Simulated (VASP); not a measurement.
# Pb (Im-3m) in VASP: settings compared

Aim: see how the results for Pb move with the level of theory and the settings. Levels: PBE, PBEsol. Tasks: single point.

Program: VASP 6.6.1. These are calculated values, not measurements. Logs are shortened: lines on timing, memory, paths and dates and some standing lists are left out, and cuts for length are marked.

### Step 1. The cell of the first run

The structure is cubic, space group Im-3m (No. 229). Conventional cell: a = 3.959 Å, b = 3.959 Å, c = 3.959 Å, α = 90.00°, β = 90.00°, γ = 90.00°. Within 4.5 Å of Pb (site symmetry m-3m) lie 14 Pb at 3.43 to 3.96 Å.

This isn't the form of Pb at room conditions, which is fcc.

### Step 2. Single point, PBE

INCAR

```
ALGO = Normal ; EDIFF = 1E-6
ENCUT = 520 ; GGA = PE
ISIF = 2 ; ISMEAR = 0
LASPH = T ; LCHARG = T
LELF = T ; LREAL = F
LVHAR = T ; LWAVE = F
NBANDS = 13 ; NELM = 100
PREC = Accurate ; SIGMA = 0.1
```

KPOINTS

```
k-points
0
Gamma
  14 14 14
```

POSCAR

```
Pb
1.0
   -1.9796595667      1.9796595667      1.9796595667
    1.9796595667     -1.9796595667      1.9796595667
    1.9796595667      1.9796595667     -1.9796595667
Pb
1
Direct
    0.0113655905      0.0000000000      0.0113655905
```

Potentials or basis: VASP PAW PBE potentials, release 64 (Pb_d).

The run is started by

```
$ cat potpaw_PBE.64/Pb_d/POTCAR > POTCAR
$ mpirun -np 1 vasp_std > vasp.out
```

OUTCAR:

```text
EDIFF = 1E-6
   ENCUT = 520
   GGA = PE
   ISIF = 2
   ISMEAR = 0
   LASPH = T
   LREAL = F
   NELM = 100
   PREC = Accurate

 ion  position               nearest neighbor table
   1  0.011  0.000  0.011-

  LATTYP: Found a body centered cubic cell.
 ALAT       =     3.9593191334

  Lattice vectors:

 A1 = (  -1.9796595667,   1.9796595667,   1.9796595667)
 A2 = (   1.9796595667,  -1.9796595667,   1.9796595667)
 A3 = (   1.9796595667,   1.9796595667,  -1.9796595667)

Analysis of symmetry for initial positions (statically):
=====================================================================
 Subroutine PRICEL returns:
 Original cell was already a primitive cell.

 Routine SETGRP: Setting up the symmetry group for a
 body centered cubic supercell.

 Subroutine GETGRP returns: Found 48 space group operations
 (whereof  8 operations were pure point group operations)
 out of a pool of 48 trial point group operations.

The static configuration has the point symmetry C_4v.
 The point group associated with its full space group is O_h .

Analysis of symmetry for dynamics (positions and initial velocities):
=====================================================================
 Subroutine PRICEL returns:
 Original cell was already a primitive cell.

 Routine SETGRP: Setting up the symmetry group for a
 body centered cubic supercell.

 Subroutine GETGRP returns: Found 48 space group operations
 (whereof  8 operations were pure point group operations)
 out of a pool of 48 trial point group operations.

The dynamic configuration has the point symmetry C_4v.
 The point group associated with its full space group is O_h .

 Subroutine INISYM returns: Found 48 space group operations
 (whereof  8 operations are pure point group operations),
 and found     1 'primitive' translations

----------------------------------------------------------------------------------------

                                     Primitive cell

  volume of cell :      31.0336

  direct lattice vectors                    reciprocal lattice vectors
    -1.979659567  1.979659567  1.979659567     0.000000000  0.252568678  0.252568678
     1.979659567 -1.979659567  1.979659567     0.252568678  0.000000000  0.252568678
     1.979659567  1.979659567 -1.979659567     0.252568678  0.252568678  0.000000000

  length of vectors
     3.428870951  3.428870951  3.428870951     0.357186050  0.357186050  0.357186050

  position of ions in fractional coordinates (direct lattice)
     0.011365590  0.000000000  0.011365590

  ion indices of the primitive-cell ions
   primitive index   ion index
                 1           1

----------------------------------------------------------------------------------------

 KPOINTS: k-points

Automatic generation of k-mesh.
 Grid dimensions read from file:
 generate k-points for:   14   14   14

 Generating k-lattice:

  Cartesian coordinates                     Fractional coordinates (reciprocal lattice)
     0.000000000  0.018040620  0.018040620     0.071428571  0.000000000  0.000000000
     0.018040620  0.000000000  0.018040620     0.000000000  0.071428571  0.000000000
     0.018040620  0.018040620  0.000000000     0.000000000  0.000000000  0.071428571

  Length of vectors
     0.025513289  0.025513289  0.025513289

  Shift w.r.t. Gamma in fractional coordinates (k-lattice)
     0.000000000  0.000000000  0.000000000

 Subroutine IBZKPT returns following result:
 ===========================================

 Found    104 irreducible k-points:

 Following reciprocal coordinates:
            Coordinates               Weight
  0.000000  0.000000  0.000000      1.000000
  0.071429  0.000000  0.000000     12.000000
  0.142857  0.000000  0.000000     12.000000
  0.214286  0.000000  0.000000     12.000000
  0.285714  0.000000  0.000000     12.000000
  0.357143  0.000000  0.000000     12.000000
[... 16 lines left out ...]
  0.285714  0.285714  0.000000     24.000000
  0.357143  0.285714  0.000000     24.000000
 [... further k-points ...]
   k-points           NKPTS =    104   k-points in BZ     NKDIM =    104   number of bands    NBANDS=     13
   number of dos      NEDOS =    301   number of ions     NIONS =      1
   total plane-waves  NPLWV =  21952
   dimension x,y,z NGX =    28 NGY =   28 NGZ =   28
   dimension x,y,z NGXF=    56 NGYF=   56 NGZF=   56
   ions per type =               1
   NGX,Y,Z   is equivalent  to a cutoff of  13.58, 13.58, 13.58 a.u.
   NGXF,Y,Z  is equivalent  to a cutoff of  27.15, 27.15, 27.15 a.u.
 SYSTEM =  unknown system
   PREC   = accura    normal or accurate (medium, high low for compatibility)
   ISTART =      0    job   : 0-new  1-cont  2-samecut
   ICHARG =      2    charge: 1-file 2-atom 10-const
   ISPIN  =      1    spin polarized calculation?
   LNONCOLLINEAR =      F non collinear calculations
   LSORBIT =      F    spin-orbit coupling
   LASPH  =      T    aspherical Exc in radial PAW
   ENCUT  =  520.0 eV  38.22 Ry    6.18 a.u.   6.38  6.38  6.38*2*pi/ulx,y,z
   NELM   =    100;   NELMIN=  2; NELMDL= -5     # of ELM steps
   EDIFF  = 0.1E-05   stopping-criterion for ELM
   LREAL  =      F    real-space projection
   EDIFFG = 0.1E-04   stopping-criterion for IOM
   NSW    =      0    number of steps for IOM
   IBRION =     -1    ionic relax: 0-MD 1-quasi-New 2-CG
   NFREE  =      0    steps in history (QN), initial steepest desc. (CG)
   ISIF   =      2    stress and relaxation
   ISYM   =      2    0-nonsym 1-usesym 2-fastsym
   POTIM  = 0.5000    time-step for ionic-motion
   TEBEG  =    0.0;   TEEND  =   0.0 temperature during run
   PSTRESS=    0.0 pullay stress
   NELECT =      14.0000    total number of electrons
   NUPDOWN=      -1.0000    fix difference up-down
   EMIN   =  10.00;   EMAX   =-10.00  energy-range for DOS
   EFERMI =   0.00;   METHOD = LEGACY
   ISMEAR =     0;   SIGMA  =   0.10  broadening in eV -4-tet -1-fermi 0-gaus
   EFERMI_NEDOS =   21; number of points for ismear=-14 and -15
   IALGO  =     38    algorithm
   IMIX   =      4    mixing-type and parameters
     AMIX     =   0.40;   BMIX     =  1.00
     AMIX_MAG =   1.60;   BMIX_MAG =  1.00
  volume/ion in A,a.u.               =      31.03       209.42
  Fermi-wavevector in a.u.,A,eV,Ry     =   1.255568  2.372680 21.448927  1.576452
  Thomas-Fermi vector in A             =   2.389319
   LORBIT       =      0    0 simple, 1 ext, 2 COOP (PROOUT), +10 PAW based schemes
   GGA     = PE    functional components
   LHFCALC =     F    Hartree Fock is set to
   AEXX    =    0.0000 exact exchange contribution
   IVDW    =     0    specifies the selected vdW correction
   LEPSILON=     F    determine dielectric tensor
   LRPA    =     F    only Hartree local field effects (RPA)
 non-spin polarized calculation
 Gauss-broadening in eV      SIGMA  =   0.10
  energy-cutoff  :      520.00
  volume of cell :       31.03
 maximum number of plane-waves:       887
 NGX is ok and might be reduce to    28
   NGX = 13   NGY = 13   NGZ = 13

 number of electron      14.0000000 magnetization

 Free energy of the ion-electron system (eV)
  ---------------------------------------------------
  ext. energy  EPLUGINS =         0.00000000
  ---------------------------------------------------
  free energy    TOTEN  =        -3.51590445 eV

  energy without entropy =       -3.51103327  energy(sigma->0) =       -3.51346886

 E-fermi :   6.9719     XC(G=0): -10.0782

 val. band max:        6.9557294389   @ k =   0.2143   0.2143   0.2143
 cond. band min:       6.9746440843   @ k =   0.2143   0.1429   0.0000
 fundamental gap:      0.0189146454
 Fermi energy:         6.9718764183

 k-point     1 :       0.0000    0.0000    0.0000
  band No.  band energies     occupation
      1     -10.0897      2.00000
      2     -10.0897      2.00000
      3     -10.0897      2.00000
      4      -9.8651      2.00000
      5      -9.8651      2.00000
      6      -4.5786      2.00000
      7      14.4640      0.00000
      8      14.4640      0.00000
      9      14.4640      0.00000
     10      18.1022      0.00000
     11      18.1022      0.00000
     12      18.1022      0.00000
     13      18.5435      0.00000

 k-point     2 :       0.0714    0.0000    0.0000
  band No.  band energies     occupation
      1     -10.0936      2.00000
      2     -10.0847      2.00000
      3     -10.0724      2.00000
      4      -9.8694      2.00000
      5      -9.8654      2.00000
      6      -4.4772      2.00000
      7      13.3772      0.00000
      8      14.1171      0.00000
      9      14.3307      0.00000
     10      17.3882      0.00000
     11      17.8144      0.00000
     12      17.9888      0.00000
     13      19.2463      0.00000

 k-point     3 :       0.1429    0.0000    0.0000
  band No.  band energies     occupation
      1     -10.1046      2.00000
      2     -10.0727      2.00000
      3     -10.0239      2.00000
      4      -9.8805      2.00000
      5      -9.8664      2.00000
      6      -4.1731      2.00000
      7      11.3136      0.00000
      8      13.3198      0.00000
      9      13.9505      0.00000
     10      16.4420      0.00000
     11      17.2858      0.00000
     12      17.9702      0.00000
     13      20.0221      0.00000

 k-point     4 :       0.2143    0.0000    0.0000
  band No.  band energies     occupation
      1     -10.1204      2.00000
      2     -10.0616      2.00000
      3      -9.9526      2.00000
      4      -9.8921      2.00000
      5      -9.8679      2.00000
      6      -3.6687      2.00000
      7       9.1291      0.00000
      8      12.4160      0.00000
      9      13.4262      0.00000
     10      15.6881      0.00000
     11      16.7890      0.00000
     12      18.2816      0.00000
     13      20.4016      0.00000

 k-point     5 :       0.2857    0.0000    0.0000
  band No.  band energies     occupation
      1     -10.1379      2.00000
      2     -10.0606      2.00000
      3      -9.8959      2.00000
      4      -9.8719      2.00000
      5      -9.8695      2.00000
      6      -2.9763      2.00000
      7       7.0522      0.25584
      8      11.5963      0.00000
      9      12.9010      0.00000
     10      15.1319      0.00000
     11      16.3908      0.00000
     12      18.8834      0.00000
     13      20.7422      0.00000
[... 257 lines left out ...]
 k-point    22 :       0.3571    0.2143   -0.0000
  band No.  band energies     occupation
      1     -10.1287      2.00000
      2     -10.0166      2.00000
      3      -9.9034      2.00000
      4      -9.8780      2.00000
      5      -9.7902      2.00000
      6      -0.5714      2.00000
      7       4.0271      2.00000
      8       7.0366      0.35999
      9      11.1928      0.00000
     10      16.4953      0.00000
     11      18.8831      0.00000
     12      20.2139      0.00000
     13      20.5409      0.00000

 k-point    23 :       0.2857    0.2857    0.0000
  band No.  band energies     occupation
      1     -10.1230      2.00000
      2      -9.9906      2.00000
      3      -9.9167      2.00000
      4      -9.8750      2.00000
      5      -9.8092      2.00000
      6      -0.5533      2.00000
      7       4.5594      2.00000
      8       6.2143      2.00000
      9      11.1323      0.00000
     10      17.1741      0.00000
     11      18.0721      0.00000
     12      20.1291      0.00000
     13      22.8386      0.00000

 k-point    24 :       0.3571    0.2857    0.0000
  band No.  band energies     occupation
      1     -10.1220      2.00000
      2      -9.9730      2.00000
      3      -9.9296      2.00000
      4      -9.8599      2.00000
      5      -9.8224      2.00000
      6      -0.2872      2.00000
      7       4.5252      2.00000
      8       5.6767      2.00000
      9      11.0526      0.00000
     10      17.2982      0.00000
     11      18.6743      0.00000
     12      19.1936      0.00000
     13      22.8272      0.00000

 [... further k-points ...]

------------------------ aborting loop because EDIFF is reached ----------------------------------------

  FORCE on cell =-STRESS in cart. coord.  units (eV):
  Direction    XX          YY          ZZ          XY          YZ          ZX
  --------------------------------------------------------------------------------------
  -------------------------------------------------------------------------------------
  Total        0.2005802      0.2005802      0.2005802     -0.0000000      0.0000000     -0.0000000
  in kB       10.3554081     10.3554081     10.3554081     -0.0000000      0.0000000     -0.0000000
  external PRESSURE =      10.3554081 kB  Pullay stress =       0.0000000 kB

 VOLUME and BASIS-vectors are now :
 -----------------------------------------------------------------------------
  energy-cutoff  :      520.00
  volume of cell :       31.03
      direct lattice vectors                 reciprocal lattice vectors
    -1.979659567  1.979659567  1.979659567     0.000000000  0.252568678  0.252568678
     1.979659567 -1.979659567  1.979659567     0.252568678  0.000000000  0.252568678
     1.979659567  1.979659567 -1.979659567     0.252568678  0.252568678  0.000000000

 POSITION                                       TOTAL-FORCE (eV/Angst)
 -----------------------------------------------------------------------------------
      0.00000      0.04500      0.00000         0.000000      0.000000      0.000000
 -----------------------------------------------------------------------------------
    total drift:                               -0.000000     -0.000021     -0.000000

  FREE ENERGIE OF THE ION-ELECTRON SYSTEM (eV)
  ---------------------------------------------------
  free  energy   TOTEN  =        -3.5159044513 eV

  energy  without entropy=       -3.5110332680  energy(sigma->0) =       -3.51346886
```

It took 19 s on 1 thread of AMD EPYC 9R45 (Zen 5), shared host; peak memory 0.15 GiB.

What came out:

| Quantity | Value |
| --- | --- |
| Free energy | -3.5159 eV |
| Pressure | 1.0 GPa |
| Band gap on the k mesh | zero (bands 7 and 8 overlap by 9.41 eV) |

Caveat: spin-orbit coupling is left out, which moves the levels of the heavy elements.

### Step 3. Single point, PBE (strained)

INCAR

```
  PREC = Accurate
  ENCUT = 520
  EDIFF = 1E-6
  ISMEAR = 0
  SIGMA = 0.1
  LREAL = F
  LASPH = T
  NELM = 60
  ALGO = Normal
  ISIF = 2
  LWAVE = F
  LCHARG = F
  GGA = PE
  NBANDS = 13
```

KPOINTS

```
Automatic mesh
0
Gamma
  16 16 16
```

POSCAR

```
Pb
1.0
   -1.9225067950      1.9225067950      1.9225067950
    1.9225067950     -1.9225067950      1.9225067950
    1.9225067950      1.9225067950     -1.9225067950
Pb
1
Direct
    0.0000000000      0.0000000000      0.0000000000
```

Potentials or basis: VASP PAW PBE potentials, release 64 (Pb_d).

The run is started by

```
$ cat potpaw_PBE.64/Pb_d/POTCAR > POTCAR
$ mpirun -np 1 vasp_std > vasp.out
```

OUTCAR:

```text
PREC = Accurate
   ENCUT = 520
   EDIFF = 1E-6
   ISMEAR = 0
   LREAL = F
   LASPH = T
   NELM = 60
   ISIF = 2
   GGA = PE

 ion  position               nearest neighbor table
   1  0.000  0.000  0.000-

  LATTYP: Found a body centered cubic cell.
 ALAT       =     3.8450135900

  Lattice vectors:

 A1 = (  -1.9225067950,   1.9225067950,   1.9225067950)
 A2 = (   1.9225067950,  -1.9225067950,   1.9225067950)
 A3 = (   1.9225067950,   1.9225067950,  -1.9225067950)

Analysis of symmetry for initial positions (statically):
=====================================================================
 Subroutine PRICEL returns:
 Original cell was already a primitive cell.

 Routine SETGRP: Setting up the symmetry group for a
 body centered cubic supercell.

 Subroutine GETGRP returns: Found 48 space group operations
 (whereof 48 operations were pure point group operations)
 out of a pool of 48 trial point group operations.

The static configuration has the point symmetry O_h .

[... 164 lines left out ...]
 Fermi energy:         8.0860334515

 k-point     1 :       0.0000    0.0000    0.0000
  band No.  band energies     occupation
      1      -9.1638      2.00000
      2      -9.1638      2.00000
      3      -9.1638      2.00000
      4      -8.8767      2.00000
      5      -8.8767      2.00000
      6      -4.1829      2.00000
      7      16.2783      0.00000
      8      16.2783      0.00000
      9      16.2783      0.00000
     10      19.2356      0.00000
     11      19.2356      0.00000
     12      19.2356      0.00000
     13      20.9507      0.00000
[... 354 lines left out ...]
  band No.  band energies     occupation
      1      -9.2143      2.00000
      2      -9.1072      2.00000
      3      -8.9222      2.00000
      4      -8.9060      2.00000
      5      -8.8135      2.00000
      6      -1.1204      2.00000
      7       6.6292      2.00000
      8       9.4821      0.00000
      9      12.9904      0.00000
     10      18.0700      0.00000
     11      19.1502      0.00000
     12      21.5838      0.00000
     13      23.8542      0.00000

 [... further k-points ...]

------------------------ aborting loop because EDIFF is reached ----------------------------------------

  FORCE on cell =-STRESS in cart. coord.  units (eV):
  Direction    XX          YY          ZZ          XY          YZ          ZX
  --------------------------------------------------------------------------------------
  -------------------------------------------------------------------------------------
  Total        1.0371290      1.0371290      1.0371290      0.0000000      0.0000000      0.0000000
  in kB       58.4628143     58.4628143     58.4628143      0.0000000      0.0000000      0.0000000
  external PRESSURE =      58.4628143 kB  Pullay stress =       0.0000000 kB

 VOLUME and BASIS-vectors are now :
 -----------------------------------------------------------------------------
  energy-cutoff  :      520.00
  volume of cell :       28.42
      direct lattice vectors                 reciprocal lattice vectors
    -1.922506795  1.922506795  1.922506795     0.000000000  0.260077104  0.260077104
     1.922506795 -1.922506795  1.922506795     0.260077104  0.000000000  0.260077104
     1.922506795  1.922506795 -1.922506795     0.260077104  0.260077104  0.000000000

 POSITION                                       TOTAL-FORCE (eV/Angst)
 -----------------------------------------------------------------------------------
      0.00000      0.00000      0.00000         0.000000      0.000000     -0.000000
 -----------------------------------------------------------------------------------
    total drift:                               -0.000000      0.000000      0.000000

  FREE ENERGIE OF THE ION-ELECTRON SYSTEM (eV)
  ---------------------------------------------------
  free  energy   TOTEN  =        -3.4653447973 eV

  energy  without entropy=       -3.4624620284  energy(sigma->0) =       -3.46390341
```

stdout:

```text
POSCAR found type information on POSCAR Pb
 POSCAR found :  1 types and       1 ions
 scaLAPACK will be used
 LDA part: xc-table for (Slater+PW92), standard interpolation
 POSCAR, INCAR and KPOINTS ok, starting setup
 FFT: planning ... GRIDC
 FFT: planning ... GRID_SOFT
 FFT: planning ... GRID
 WAVECAR not read
 entering main loop
```

It took 30 s on 1 thread of AMD EPYC 9R45 (Zen 5), shared host; peak memory 0.16 GiB.

Results:

```yaml
Free_energy: -3.4653 eV
Pressure: 5.8 GPa
Band_gap_on_the_k_mesh: zero (bands 7 and 8 overlap by 10.39 eV)
```

Caveat: the cell differs from its parent crystal (strained); the cell stands under pressure; spin-orbit coupling is left out, which moves the levels of the heavy elements.

(Part 1 of 2 ends here.)

The gap in the log of VASP goes by the Fermi energy; the results here count the filled bands.